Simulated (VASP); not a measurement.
A run of VASP 6.6.1 is set up as follows.

File INCAR:

```
SYSTEM = Al2Cu
ALGO     = Normal         ! electronic algorithm
EDIFF    = 1E-7           ! SCF threshold, eV
ENCUT    = 520            ! plane-wave cutoff, eV
GGA      = PS             ! functional
ISIF     = 2              ! what is computed and relaxed
ISMEAR   = 1              ! smearing method
LASPH    = .True.         ! aspherical terms in the spheres
LCHARG   = .False.        ! write CHGCAR
LREAL    = .False.        ! projectors in reciprocal space
LWAVE    = .False.        ! write WAVECAR
NBANDS   = 16             ! bands
NELM     = 80             ! most SCF steps
PREC     = Accurate       ! precision mode
SIGMA    = 0.1            ! smearing width, eV
```

File KPOINTS:

```
k-points
0
Gamma
  10 10 14
  0 0 0
```

Contents of POSCAR:

```
Al2Cu
1.0
    4.1051820000      0.0000000000      0.0000000000
    0.0000000000      4.1051820000      0.0000000000
    0.0000000000      0.0000000000      2.8913130000
Al Cu
2 1
Direct
    0.5000000000      0.0000000000      0.5000000000
    0.0000000000      0.5000000000      0.5000000000
    0.0000000000      0.0000000000      0.0000000000
```

Potentials or basis: VASP PAW PBE potentials, release 64 (Al, Cu).

The run is started by

```sh
$ cat potpaw_PBE.64/Al/POTCAR potpaw_PBE.64/Cu/POTCAR > POTCAR
$ mpirun -np 1 vasp_std > vasp.out
```

(1) Estimate the pressure.

Answers

(1) -2.2 GPa.

Caveat: the PAW data sets were made with another functional, which shifts forces and pressure a little.
